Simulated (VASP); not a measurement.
# Li (P6_3/mmc) in VASP: further runs

The runs below take Li through single point, with PBE.

Program: VASP 6.6.1. These are calculated values, not measurements. Logs are shortened: lines on timing, memory, paths and dates and some standing lists are left out, and cuts for length are marked.

### Step 1. The cell of the first run

Symmetry: P6_3/mmc, No. 194, hexagonal system. The conventional cell has a = 3.111 Å, b = 3.111 Å, c = 5.093 Å, α = 90.00°, β = 90.00°, γ = 120.00°. Within 4.1 Å of Li (site symmetry -6m2) lie 12 Li at 3.11 to 3.12 Å.

### Step 2. Single point, PBE

The input, INCAR:

```
ALGO = Normal ; EDIFF = 1E-6
ENCUT = 520 ; GGA = PE
ISIF = 2 ; ISMEAR = -1
LASPH = T ; LCHARG = F
LREAL = F ; LWAVE = F
NBANDS = 10 ; NELM = 80
PREC = Accurate ; SIGMA = 0.05
```

The input, KPOINTS:

```
k-points
0
Gamma
  10 10 5
```

The input, POSCAR:

```
Li
1.0
    3.1110000000      0.0000000000      0.0000000000
   -1.5555000000      2.6942050312      0.0000000000
    0.0000000000      0.0000000000      5.0930000000
Li
2
Direct
    0.6666666667      0.3333333333      0.7500000000
    0.3333333333      0.6666666667      0.2500000000
```

Potentials or basis: VASP PAW PBE potentials, release 64 (Li_sv).

The run is started by

```bash
$ cat potpaw_PBE.64/Li_sv/POTCAR > POTCAR
$ mpirun -np 1 vasp_std > vasp.out
```

OUTCAR:

```text
EDIFF = 1E-6
   ENCUT = 520
   GGA = PE
   ISIF = 2
   ISMEAR = -1
   LASPH = T
   LREAL = F
   NELM = 80
   PREC = Accurate

 ion  position               nearest neighbor table
   1  0.667  0.333  0.750-
   2  0.333  0.667  0.250-

  LATTYP: Found a hexagonal cell.
 ALAT       =     3.1110000000
 C/A-ratio  =     1.6370941819

  Lattice vectors:

 A1 = (   3.1110000000,   0.0000000000,   0.0000000000)
 A2 = (  -1.5555000000,   2.6942050312,   0.0000000000)
 A3 = (   0.0000000000,   0.0000000000,   5.0930000000)

Analysis of symmetry for initial positions (statically):
=====================================================================
 Subroutine PRICEL returns:
 Original cell was already a primitive cell.

 Routine SETGRP: Setting up the symmetry group for a
 hexagonal supercell.

 Subroutine GETGRP returns: Found 24 space group operations
 (whereof 12 operations were pure point group operations)
 out of a pool of 24 trial point group operations.

The static configuration has the point symmetry D_3d.
 The point group associated with its full space group is D_6h.

Analysis of symmetry for dynamics (positions and initial velocities):
=====================================================================
 Subroutine PRICEL returns:
 Original cell was already a primitive cell.

 Routine SETGRP: Setting up the symmetry group for a
 hexagonal supercell.

 Subroutine GETGRP returns: Found 24 space group operations
 (whereof 12 operations were pure point group operations)
 out of a pool of 24 trial point group operations.

The dynamic configuration has the point symmetry D_3d.
 The point group associated with its full space group is D_6h.

 Subroutine INISYM returns: Found 24 space group operations
 (whereof 12 operations are pure point group operations),
 and found     1 'primitive' translations

----------------------------------------------------------------------------------------

                                     Primitive cell

  volume of cell :      42.6879

  direct lattice vectors                    reciprocal lattice vectors
     3.111000000  0.000000000  0.000000000     0.321440051  0.185583500  0.000000000
    -1.555500000  2.694205031  0.000000000     0.000000000  0.371167000  0.000000000
     0.000000000  0.000000000  5.093000000     0.000000000  0.000000000  0.196347929

  length of vectors
[... 80 lines left out ...]
   ENCUT  =  520.0 eV  38.22 Ry    6.18 a.u.   5.78  5.78  9.47*2*pi/ulx,y,z
   NELM   =     80;   NELMIN=  2; NELMDL= -5     # of ELM steps
   EDIFF  = 0.1E-05   stopping-criterion for ELM
   LREAL  =      F    real-space projection
   EDIFFG = 0.1E-04   stopping-criterion for IOM
   NSW    =      0    number of steps for IOM
   IBRION =     -1    ionic relax: 0-MD 1-quasi-New 2-CG
   NFREE  =      0    steps in history (QN), initial steepest desc. (CG)
   ISIF   =      2    stress and relaxation
   ISYM   =      2    0-nonsym 1-usesym 2-fastsym
   POTIM  = 0.5000    time-step for ionic-motion
   TEBEG  =    0.0;   TEEND  =   0.0 temperature during run
   PSTRESS=    0.0 pullay stress
   NELECT =       6.0000    total number of electrons
   NUPDOWN=      -1.0000    fix difference up-down
   EMIN   =  10.00;   EMAX   =-10.00  energy-range for DOS
   EFERMI =   0.00;   METHOD = LEGACY
   ISMEAR =    -1;   SIGMA  =   0.05  broadening in eV -4-tet -1-fermi 0-gaus
   EFERMI_NEDOS =   21; number of points for ismear=-14 and -15
   IALGO  =     38    algorithm
   IMIX   =      4    mixing-type and parameters
     AMIX     =   0.40;   BMIX     =  1.00
     AMIX_MAG =   1.60;   BMIX_MAG =  1.00
  volume/ion in A,a.u.               =      21.34       144.04
  Fermi-wavevector in a.u.,A,eV,Ry     =   0.851185  1.608506  9.857630  0.724515
  Thomas-Fermi vector in A             =   1.967278
   LORBIT       =      0    0 simple, 1 ext, 2 COOP (PROOUT), +10 PAW based schemes
   GGA     = PE    functional components
   LHFCALC =     F    Hartree Fock is set to
   AEXX    =    0.0000 exact exchange contribution
   IVDW    =     0    specifies the selected vdW correction
   LEPSILON=     F    determine dielectric tensor
   LRPA    =     F    only Hartree local field effects (RPA)
 non-spin polarized calculation
  energy-cutoff  :      520.00
  volume of cell :       42.69
 maximum number of plane-waves:      1162
 NGX is ok and might be reduce to    24
   NGX = 11   NGY = 11   NGZ = 19

 number of electron       5.9999991 magnetization

 Free energy of the ion-electron system (eV)
  ---------------------------------------------------
  ext. energy  EPLUGINS =         0.00000000
  ---------------------------------------------------
  free energy    TOTEN  =        -3.81168001 eV

  energy without entropy =       -3.80407876  energy(sigma->0) =       -3.80787939

 E-fermi :   0.4715     XC(G=0):  -6.9198

 val. band max:        0.4524241664   @ k =   0.2000   0.2000   0.4000
 cond. band min:       0.4762113370   @ k =   0.0000   0.0000   0.0000
 fundamental gap:      0.0237871706
 Fermi energy:         0.4715041536

 k-point     1 :       0.0000    0.0000    0.0000
  band No.  band energies     occupation
      1     -46.1346      2.00000
      2     -46.1202      2.00000
      3      -3.0086      2.00000
      4       0.4762      0.95296
      5       3.2233      0.00000
      6      12.5228      0.00000
      7      12.5229      0.00000
      8      13.8735      0.00000
      9      13.8735      0.00000
     10      14.3918      0.00000
[... 287 lines left out ...]
 k-point    24 :       0.4000    0.1000    0.2000
  band No.  band energies     occupation
      1     -46.1196      2.00000
      2     -46.1159      2.00000
      3       0.3437      1.85607
      4       1.8805      0.00000
      5       4.1091      0.00000
      6       5.4822      0.00000
      7       7.1184      0.00000
      8       8.4024      0.00000
      9      10.1978      0.00000
     10      11.1663      0.00000

 [... further k-points ...]
[... 5 lines left out ...]
  --------------------------------------------------------------------------------------
  -------------------------------------------------------------------------------------
  Total       -0.1827789     -0.1827789     -0.2358382      0.0000000      0.0000000      0.0000000
  in kB       -6.8601308     -6.8601308     -8.8515733      0.0000000      0.0000000      0.0000000
  external PRESSURE =      -7.5239450 kB  Pullay stress =       0.0000000 kB

 VOLUME and BASIS-vectors are now :
 -----------------------------------------------------------------------------
  energy-cutoff  :      520.00
  volume of cell :       42.69
      direct lattice vectors                 reciprocal lattice vectors
     3.111000000  0.000000000  0.000000000     0.321440051  0.185583500  0.000000000
    -1.555500000  2.694205031  0.000000000     0.000000000  0.371167000  0.000000000
     0.000000000  0.000000000  5.093000000     0.000000000  0.000000000  0.196347929

 POSITION                                       TOTAL-FORCE (eV/Angst)
 -----------------------------------------------------------------------------------
      1.55550      0.89807      3.81975        -0.000000     -0.000000      0.000000
     -0.00000      1.79614      1.27325         0.000000      0.000000      0.000000
 -----------------------------------------------------------------------------------
    total drift:                               -0.000000      0.000000     -0.000000

  FREE ENERGIE OF THE ION-ELECTRON SYSTEM (eV)
  ---------------------------------------------------
  free  energy   TOTEN  =        -3.8116800101 eV

  energy  without entropy=       -3.8040787638  energy(sigma->0) =       -3.80787939
```

OSZICAR:

```text
N       E                     dE             d eps       ncg     rms          rms(c)
DAV:   1     0.164139686196E+02    0.16414E+02   -0.30705E+03   840   0.556E+02
DAV:   2    -0.106222383193E+01   -0.17476E+02   -0.17013E+02  1088   0.105E+02
DAV:   3    -0.378250128385E+01   -0.27203E+01   -0.27028E+01  1392   0.311E+01
DAV:   4    -0.381484275923E+01   -0.32341E-01   -0.32320E-01  1108   0.427E+00
DAV:   5    -0.381530640483E+01   -0.46365E-03   -0.46363E-03  1166   0.433E-01    0.353E-01
DAV:   6    -0.381288410560E+01    0.24223E-02   -0.58367E-04  1474   0.119E-01    0.201E-01
DAV:   7    -0.381168718086E+01    0.11969E-02   -0.12892E-03  1630   0.167E-01    0.370E-02
DAV:   8    -0.381168999643E+01   -0.28156E-05   -0.20028E-05   946   0.405E-02    0.406E-03
DAV:   9    -0.381168324887E+01    0.67476E-05   -0.14958E-06  1248   0.124E-02    0.713E-04
DAV:  10    -0.381168003823E+01    0.32106E-05   -0.10641E-07   550   0.303E-03    0.474E-04
DAV:  11    -0.381168001006E+01    0.28174E-07   -0.42664E-08   494   0.177E-03
   1 F= -.38116800E+01 E0= -.38078794E+01  d E =-.760125E-02
```

stdout:

```text
POSCAR found type information on POSCAR Li
 POSCAR found :  1 types and       2 ions
 scaLAPACK will be used
 LDA part: xc-table for (Slater+PW92), standard interpolation
 POSCAR, INCAR and KPOINTS ok, starting setup
 FFT: planning ... GRIDC
 FFT: planning ... GRID_SOFT
 FFT: planning ... GRID
 WAVECAR not read
 entering main loop
```

Wall time 28 s (1 thread of AMD EPYC 7R13, shared host); peak memory 0.12 GiB.

Results:

```
Free energy            : -3.8117 eV
Band gap on the k mesh : zero (band 3 reaches 1.80 eV, above the bottom of band 4 at -1.45 eV)
```

Levels at points of the mesh, in eV from the Fermi level:
```tsv
k point	band 1	band 2	band 3	band 4	band 5	band 6	band 7	band 8
(0.00, 0.00, 0.00)	-46.61	-46.59	-3.48	0.00	2.75	12.05	12.05	13.40
(0.50, 0.00, 0.00)	-46.59	-46.59	-0.05	1.00	4.54	5.67	5.99	7.58
```

Caveat: the cutoff is under 1.25 times the usual one of these potentials, so pressure, stress and relaxed cells hold a basis-set (Pulay) error.

### Step 3. Single point, PBE (volume scaled by 0.94)

The input, INCAR:

```
ALGO     = Normal         # electronic algorithm
EDIFF    = 1E-6           # SCF threshold, eV
ENCUT    = 520            # plane-wave cutoff, eV
GGA      = PE             # functional
ISIF     = 2              # what is computed and relaxed
ISMEAR   = -1             # smearing method
LASPH    = T              # aspherical terms in the spheres
LCHARG   = F              # write CHGCAR
LREAL    = F              # projectors in reciprocal space
LWAVE    = F              # write WAVECAR
NBANDS   = 10             # bands
NELM     = 80             # most SCF steps
PREC     = Accurate       # precision mode
SIGMA    = 0.05           # smearing width, eV
```

KPOINTS is that of step 2.

The input, POSCAR:

```
Li
1.0
    3.0474923842      0.0000000000      0.0000000000
   -1.5237461921      2.6392058226      0.0000000000
    0.0000000000      0.0000000000      4.9890320517
Li
2
Direct
    0.6666666667      0.3333333333      0.7500000000
    0.3333333333      0.6666666667      0.2500000000
```

Potentials or basis: VASP PAW PBE potentials, release 64 (Li_sv).

The run is started by

```bash
$ cat potpaw_PBE.64/Li_sv/POTCAR > POTCAR
$ mpirun -np 1 vasp_std > vasp.out
```

Run time: 9.6 s. Hardware: 1 thread of Intel Xeon 6975P-C, shared host; peak memory 0.15 GiB.

The run converged. Its results:

```
Free energy            : -3.8160 eV
Band gap on the k mesh : zero (band 3 reaches 2.02 eV, above the bottom of band 4 at -1.32 eV)
```

Levels at points of the mesh, in eV from the Fermi level:
```tsv
k point	band 1	band 2	band 3	band 4	band 5	band 6	band 7
(0.00, 0.00, 0.00)	-46.50	-46.48	-3.56	-0.02	2.95	12.58	12.58
(0.50, 0.00, 0.00)	-46.48	-46.48	-0.07	1.07	4.72	5.88	6.30
```

Caveat: the cutoff is under 1.25 times the usual one of these potentials, so pressure, stress and relaxed cells hold a basis-set (Pulay) error.

(Continued in part 2 of 2.)
